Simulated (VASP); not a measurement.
# KTlO2 (R-3m) in VASP: notebook, part 2 of 2

VASP 6.6.1. Earlier steps stand in the parts before.

**3. Single point, LDA, non-collinear spin, zero start, spin-orbit coupling**

File INCAR:

```
PREC = Accurate
ENCUT = 600
EDIFF = 1E-6
ISMEAR = 0
SIGMA = 0.01
LREAL = False
LASPH = True
NELM = 200
ALGO = Normal
ISIF = 2
LWAVE = False
LCHARG = True
MAGMOM = 0 0 0 0 0 0 0 0 0 0 0 0
LORBIT = 11
LSORBIT = True
GGA_COMPAT = False
LORBMOM = True
GGA = CA
LVHAR = True
NBANDS = 48
```

File KPOINTS:

```
regular mesh
0
Gamma
  6 6 6
```

File POSCAR:

```
KTlO2
1.0
    1.7267621500      0.9969465921      6.1022400000
   -1.7267621500      0.9969465921      6.1022400000
    0.0000000000     -1.9938931843      6.1022400000
K Tl O
1 1 2
Direct
    0.5000000000      0.5000000000      0.5000000000
    0.0000000000      0.0000000000      0.0000000000
    0.7320842567      0.7320842567      0.7320842567
    0.2679157433      0.2679157433      0.2679157433
```

Potentials or basis: VASP PAW LDA potentials, release 64 (K_sv, Tl_d, O).

The run is started by

```
$ cat potpaw_LDA.64/K_sv/POTCAR potpaw_LDA.64/Tl_d/POTCAR potpaw_LDA.64/O/POTCAR > POTCAR
$ mpirun -np 1 vasp_ncl > vasp.out
```

OUTCAR:

```text
PREC = Accurate
   ENCUT = 600
   EDIFF = 1E-6
   ISMEAR = 0
   LREAL = False
   LASPH = True
   NELM = 200
   ISIF = 2
   LORBIT = 11
   LSORBIT = True
   GGA = CA

 ion  position               nearest neighbor table
   1  0.500  0.500  0.500-   4 2.72   4 2.72   3 2.72   3 2.72   4 2.72   3 2.72   2 3.64   2 3.64
                             2 3.64   2 3.64   2 3.64   2 3.64
   2  0.000  0.000  0.000-   3 2.33   3 2.33   4 2.33   4 2.33   3 2.33   4 2.33   1 3.64   1 3.64
                             1 3.64   1 3.64   1 3.64   1 3.64
   3  0.732  0.732  0.732-   2 2.33   2 2.33   2 2.33   1 2.72   1 2.72   1 2.72
   4  0.268  0.268  0.268-   2 2.33   2 2.33   2 2.33   1 2.72   1 2.72   1 2.72

  LATTYP: Found a trigonal (rhomboedric) cell.
 ALAT       =     6.4197307613
 COS(alpha) =     0.8553023734

  Lattice vectors:

 A1 = (   1.7267621500,   0.9969465921,   6.1022400000)
 A2 = (  -1.7267621500,   0.9969465921,   6.1022400000)
 A3 = (   0.0000000000,  -1.9938931843,   6.1022400000)

Analysis of symmetry for initial positions (statically):
=====================================================================
 Subroutine PRICEL returns:
 Original cell was already a primitive cell.

 Routine SETGRP: Setting up the symmetry group for a
 trigonal (rhombohedral) supercell.

 Subroutine GETGRP returns: Found 12 space group operations
 (whereof 12 operations were pure point group operations)
 out of a pool of 12 trial point group operations.

The static configuration has the point symmetry D_3d.

Analysis of symmetry for dynamics (positions and initial velocities):
=====================================================================
 Subroutine PRICEL returns:
 Original cell was already a primitive cell.

 Routine SETGRP: Setting up the symmetry group for a
 trigonal (rhombohedral) supercell.

 Subroutine GETGRP returns: Found 12 space group operations
 (whereof 12 operations were pure point group operations)
 out of a pool of 12 trial point group operations.

The dynamic configuration has the point symmetry D_3d.

Analysis of structural, dynamic, and magnetic symmetry:
=====================================================================
 Subroutine PRICEL returns:
 Original cell was already a primitive cell.

 Routine SETGRP: Setting up the symmetry group for a
 trigonal (rhombohedral) supercell.

 Subroutine GETGRP returns: Found 12 space group operations
 (whereof 12 operations were pure point group operations)
 out of a pool of 12 trial point group operations.

The overall configuration has the point symmetry D_3d.

 Subroutine INISYM returns: Found 12 space group operations
 (whereof 12 operations are pure point group operations),
 and found     1 'primitive' translations

[... 1338 lines left out ...]

  FORCE on cell =-STRESS in cart. coord.  units (eV):
  Direction    XX          YY          ZZ          XY          YZ          ZX
  --------------------------------------------------------------------------------------
  -------------------------------------------------------------------------------------
  Total       -1.7132925     -1.7132925     -1.8852396      0.0000000      0.0000000      0.0000000
  in kB      -43.5509016    -43.5509016    -47.9216963      0.0000000      0.0000000      0.0000000
  external PRESSURE =     -45.0078332 kB  Pullay stress =       0.0000000 kB

 VOLUME and BASIS-vectors are now :
 -----------------------------------------------------------------------------
  energy-cutoff  :      600.00
  volume of cell :       63.03
      direct lattice vectors                 reciprocal lattice vectors
     1.726762150  0.996946592  6.102240000     0.289559277  0.167177127  0.054624750
    -1.726762150  0.996946592  6.102240000    -0.289559277  0.167177127  0.054624750
     0.000000000 -1.993893184  6.102240000     0.000000000 -0.334354253  0.054624750

 POSITION                                       TOTAL-FORCE (eV/Angst)
 -----------------------------------------------------------------------------------
      0.00000     -0.00000      9.15336         0.000000      0.000000      0.000000
      0.00000      0.00000      0.00000         0.000000      0.000000     -0.000000
      0.00000     -0.00000     13.40206         0.000000      0.000000     -0.103266
      0.00000     -0.00000      4.90466         0.000000     -0.000000      0.103266
 -----------------------------------------------------------------------------------
    total drift:                               -0.000000     -0.000000      0.000000

  FREE ENERGIE OF THE ION-ELECTRON SYSTEM (eV)
  ---------------------------------------------------
  free  energy   TOTEN  =       -20.3601378972 eV

  energy  without entropy=      -20.3601378972  energy(sigma->0) =      -20.36013790

 orbital moment (x)

 # of ion     p       d       tot
 ----------------------------------------
  1        -0.000   0.000   0.000
  2        -0.000  -0.000  -0.000
  3         0.000   0.000   0.000
  4         0.000   0.000   0.000
 ----------------------------------------
            0.000  -0.000   0.000

 orbital moment (y)

 # of ion     p       d       tot
 ----------------------------------------
  1        -0.000   0.000   0.000
  2        -0.000   0.000  -0.000
  3         0.000   0.000   0.000
  4        -0.000   0.000  -0.000
 ----------------------------------------
           -0.000   0.000  -0.000

 orbital moment (z)

 # of ion     p       d       tot
 ----------------------------------------
  1         0.000  -0.000  -0.000
  2         0.000   0.000   0.000
  3         0.000   0.000   0.000
  4        -0.000   0.000  -0.000
 ----------------------------------------
            0.000  -0.000  -0.000

 Spin-Orbit-Coupling matrix elements

 Ion:    1  E_soc:     -0.0086737
 l=   1
     0.0000000    -0.0014449    -0.0014475
    -0.0014449     0.0000000    -0.0014449
    -0.0014475    -0.0014449     0.0000000
 l=   2
     0.0000000     0.0000000     0.0000000     0.0000000     0.0000001
     0.0000000     0.0000000     0.0000001     0.0000001     0.0000000
     0.0000000     0.0000001     0.0000000     0.0000001     0.0000000
     0.0000000     0.0000001     0.0000001     0.0000000     0.0000000
     0.0000001     0.0000000     0.0000000     0.0000000     0.0000000
 l=   3
     0.0000000     0.0000000     0.0000000     0.0000000     0.0000000     0.0000000     0.0000000
     0.0000000     0.0000000     0.0000000     0.0000000     0.0000000     0.0000000     0.0000000
     0.0000000     0.0000000     0.0000000     0.0000000     0.0000000     0.0000000     0.0000000
     0.0000000     0.0000000     0.0000000     0.0000000     0.0000000     0.0000000     0.0000000
[... 49 lines left out ...]
 l=   2
     0.0000000     0.0000000     0.0000000     0.0000000     0.0000000
     0.0000000     0.0000000     0.0000000     0.0000000     0.0000000
     0.0000000     0.0000000     0.0000000     0.0000000     0.0000000
     0.0000000     0.0000000     0.0000000     0.0000000     0.0000000
     0.0000000     0.0000000     0.0000000     0.0000000     0.0000000
 l=   3
     0.0000000     0.0000000     0.0000000     0.0000000     0.0000000     0.0000000     0.0000000
     0.0000000     0.0000000     0.0000000     0.0000000     0.0000000     0.0000000     0.0000000
     0.0000000     0.0000000     0.0000000     0.0000000     0.0000000     0.0000000     0.0000000
     0.0000000     0.0000000     0.0000000     0.0000000     0.0000000     0.0000000     0.0000000
     0.0000000     0.0000000     0.0000000     0.0000000     0.0000000     0.0000000     0.0000000
     0.0000000     0.0000000     0.0000000     0.0000000     0.0000000     0.0000000     0.0000000
     0.0000000     0.0000000     0.0000000     0.0000000     0.0000000     0.0000000     0.0000000

 total charge

# of ion       s       p       d       tot
------------------------------------------
    1        1.963   5.572   0.047   7.582
    2        0.807   0.504   9.825  11.136
    3        1.562   3.315   0.000   4.877
    4        1.562   3.315   0.000   4.877
--------------------------------------------------
tot          5.893  12.707   9.872  28.473

 magnetization (x)

# of ion       s       p       d       tot
------------------------------------------
    1        0.000  -0.000   0.000  -0.000
    2       -0.000   0.000   0.000   0.000
    3        0.000  -0.000   0.000  -0.000
    4        0.000  -0.000   0.000  -0.000
--------------------------------------------------
tot          0.000  -0.000   0.000  -0.000

 magnetization (y)

# of ion       s       p       d       tot
------------------------------------------
    1       -0.000   0.000   0.000  -0.000
    2        0.000   0.000   0.000   0.000
    3        0.000   0.000   0.000   0.000
    4        0.000   0.000   0.000   0.000
--------------------------------------------------
tot         -0.000   0.000   0.000  -0.000

 magnetization (z)

# of ion       s       p       d       tot
------------------------------------------
    1        0.000   0.000   0.000   0.000
    2        0.000   0.000   0.000   0.000
    3        0.000   0.000   0.000   0.000
    4        0.000   0.000   0.000   0.000
--------------------------------------------------
tot          0.000   0.000   0.000   0.000
```

OSZICAR:

```text
N       E                     dE             d eps       ncg     rms          rms(c)
DAV:   1     0.289630516610E+03    0.28963E+03   -0.19174E+04  3080   0.155E+03
DAV:   2    -0.200530542816E+01   -0.29164E+03   -0.27505E+03  3384   0.412E+02
DAV:   3    -0.227357281076E+02   -0.20730E+02   -0.20492E+02  3880   0.999E+01
DAV:   4    -0.238112065094E+02   -0.10755E+01   -0.10717E+01  4832   0.160E+01
DAV:   5    -0.238318901878E+02   -0.20684E-01   -0.20679E-01  4080   0.224E+00    0.161E+01
DAV:   6    -0.205080628034E+02    0.33238E+01   -0.12244E+01  3624   0.323E+01    0.156E+01
DAV:   7    -0.204366352770E+02    0.71428E-01   -0.15693E+00  3592   0.816E+00    0.858E+00
DAV:   8    -0.203747345956E+02    0.61901E-01   -0.38221E-01  3480   0.405E+00    0.202E+00
DAV:   9    -0.203600228044E+02    0.14712E-01   -0.28442E-02  4040   0.138E+00    0.524E-01
DAV:  10    -0.203602380248E+02   -0.21522E-03   -0.59333E-03  3696   0.431E-01    0.175E-01
DAV:  11    -0.203601376355E+02    0.10039E-03   -0.85492E-04  3976   0.245E-01    0.795E-02
DAV:  12    -0.203601356269E+02    0.20086E-05   -0.10800E-04  3608   0.768E-02    0.244E-02
DAV:  13    -0.203601373826E+02   -0.17557E-05   -0.94218E-06  4224   0.206E-02    0.882E-03
DAV:  14    -0.203601378972E+02   -0.51464E-06   -0.69772E-07  2568   0.641E-03
   1 F= -.20360138E+02 E0= -.20360138E+02  d E =-.247568E-16  mag=    -0.0000     0.0000     0.0000
```

It took 17 min on 1 thread of Intel Xeon Platinum 8259CL at 2.50GHz (Skylake/Cascade Lake), shared host; peak memory 0.78 GiB.

Results:

- Free energy: -20.3601 eV
- Pressure: -4.5 GPa
- Largest force: 0.103 eV/Å
- Net moment: 0.00 μB per cell
- Valence electrons inside the program's atomic spheres: K 7.58; Tl 11.14; O 4.88

Forces on the atoms (eV/Å):
```
K    0.000  0.000  0.000
Tl   0.000  0.000  0.000
O    0.000  0.000 -0.103
O    0.000  0.000  0.103
```

Stress tensor (GPa, compression positive):
```
-4.36  0.00  0.00
 0.00 -4.36  0.00
 0.00  0.00 -4.79
```

Moments on the atoms (μB; x, y, z):
```
K   0.00 0.00 0.00
Tl  0.00 0.00 0.00
O   0.00 0.00 0.00
O   0.00 0.00 0.00
```

Caveat: the cell stands under tension.
